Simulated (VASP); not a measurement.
Write the native input for VASP 6.6.1 that does the following.

- Task: single point
- Functional: PBEsol
- Potentials or basis: VASP PAW PBE potentials, release 64 (Pb_d, S)
- Cutoff: 520 eV
- k mesh: 8 × 8 × 4
- Occupations: gaussian, width 0.01 eV
- Spin: no spin polarisation
- Dipole correction: no
- Further INCAR settings: ALGO = Normal; EDIFF = 1e-07; NBANDS = 28

The structure of PbS lies in POSCAR:

```
PbS
1.0
    2.9405000000     -2.9000000000      0.0000000000
    2.9405000000      2.9000000000      0.0000000000
   -1.0800500000      0.0000000000     11.7092900000
Pb S
2 2
Direct
    0.7756000000      0.7756000000      0.6363800000
    0.2244000000      0.2244000000      0.3636200000
    0.2684000000      0.2684000000      0.5986000000
    0.7316000000      0.7316000000      0.4014000000
```

These files were run (other wordings do the same):

INCAR

```
SYSTEM = PbS
ALGO = Normal
EDIFF = 1E-7
ENCUT = 520
GGA = PS
ISIF = 2
ISMEAR = 0
LASPH = .TRUE.
LCHARG = .FALSE.
LREAL = .FALSE.
LWAVE = .FALSE.
NBANDS = 28
NELM = 100
PREC = Accurate
SIGMA = 0.01
```

KPOINTS

```
k-points
0
G
  8 8 4
  0 0 0
```

Potentials or basis: VASP PAW PBE potentials, release 64 (Pb_d, S).

Command:

```bash
$ cat potpaw_PBE.64/Pb_d/POTCAR potpaw_PBE.64/S/POTCAR > POTCAR
$ mpirun -np 1 vasp_std > vasp.out
```

It gave:

```
Largest force          : 0.675 eV/Å
Band gap on the k mesh : 1.24 eV (least direct gap 1.25 eV)
```

Caveat: the PAW data sets were made with another functional, which shifts forces and pressure a little; spin-orbit coupling is left out, which moves the levels of the heavy elements.

It took 3.6 min on 1 thread of Intel(R) Xeon(R) 6975P-C (Granite Rapids) (shared host), peak memory 0.52 GiB.
